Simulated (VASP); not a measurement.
BaTiO3:

```
Ba Ti O
1.0
     3.99410    0.00000    0.00000
     0.00000    3.99410    0.00000
     0.00000    0.00000    3.99410
Ba Ti O
1 1 3
Direct
  0.50000 0.50000 0.50000
  0.00000 0.00000 0.00000
  0.50000 0.00000 0.00000
  0.00000 0.50000 0.00000
  0.00000 0.00000 0.50000
```

Base run:

| Property | Result |
| --- | --- |
| Program | VASP 6.6.1 |
| Functional | PBE |
| Potentials or basis | VASP PAW PBE potentials, release 64 (Ba_sv, Ti_sv, O) |
| Cutoff | 520 eV |
| k mesh | 6 × 6 × 6 |
| Occupations | gaussian, width 0.01 eV |
| Spin | no spin polarisation |

Its results: band gap on the k mesh 1.76 eV, indirect (least direct gap 1.90 eV); pressure 5.0 GPa.

**Question.** The run is repeated on the same cell with these changes: functional from PBE to r2SCAN. What comes out?

**Answer.** Band gap on the k mesh 2.15 eV, indirect (least direct gap 2.30 eV); pressure 2.0 GPa.

r2SCAN gives the wider gap, since meta-GGAs in the generalised Kohn-Sham scheme recover part of the derivative discontinuity.

Caveats: spin-orbit coupling is left out, which moves the levels of the heavy elements; the PAW data sets were made with another functional, which shifts forces and pressure a little (some runs).

A k mesh can miss the band edges.
